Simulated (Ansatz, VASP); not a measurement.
**BiTe: VASP beside Ansatz**

Contents of INCAR:

```
ALGO = Normal
EDIFF = 1E-7
ENCUT = 520
GGA = PS
ISIF = 2
ISMEAR = 0
LASPH = True
LCHARG = False
LREAL = False
LWAVE = False
NBANDS = 18
NELM = 60
PREC = Accurate
SIGMA = 0.15
```

Contents of KPOINTS:

```
k-points
0
Gamma
  14 14 14
```

Contents of POSCAR:

```
BiTe
1.0
    0.0606562500      3.2350000000      3.2350000000
    3.2350000000      0.0606562500      3.2350000000
    3.2956562500      3.2956562500      0.0000000000
Bi Te
1 1
Direct
    0.0000000000      0.0000000000      0.0000000000
    0.5000000000      0.5000000000      0.5000000000
```

Input for Ansatz:

```yaml
crystal:
  lattice:
    - [0.06065625, 3.235, 3.235]
    - [3.235, 0.06065625, 3.235]
    - [3.29565625, 3.29565625, 0.0]
  atoms:
    - { symbol: Bi, position: [0.0, 0.0, 0.0] }
    - { symbol: Te, position: [0.5, 0.5, 0.5] }
basis:
  ecutwfc: 420
kpoints:
  mp_grid: { grid: [14, 14, 14] }
hamiltonian:
  xc: pbesol
scf:
  occupations: { method: gaussian, width: 0.15 }
output:
  forces: true
  stress: true
  eigenvalues: true
```

Change from the starting cell: strain +0.0375 x Voigt [0, 0, 0, 0, 0, 1], atoms carried along.

Alike in both runs: task single point; functional PBEsol; k mesh 14 × 14 × 14; occupations gaussian, width 0.15 eV; no spin polarisation.

|  | VASP | Ansatz |
| --- | --- | --- |
| version | VASP 6.6.1 | Ansatz 0.2.0 |
| potentials or method | VASP PAW PBE potentials, release 64 (Bi_d, Te), cutoff 520 eV | scalar-relativistic, plane waves, PAW |
| valence electrons in the cell | 21 | 31 |

```tsv
	VASP	Ansatz	Ansatz less VASP
gap on the k mesh at the Fermi level (eV)	none	none	-
pressure (GPa)	-1.7	-1.7	+0.02
```

VASP's potentials were made for PBE, not for PBEsol. A gap of «none» marks a metal or a gap that the smearing closes. VASP's potentials hold 21 valence electrons a cell and Ansatz's 31, so a difference there can come from the potentials and not from the codes.

Neither program's run includes spin-orbit coupling.
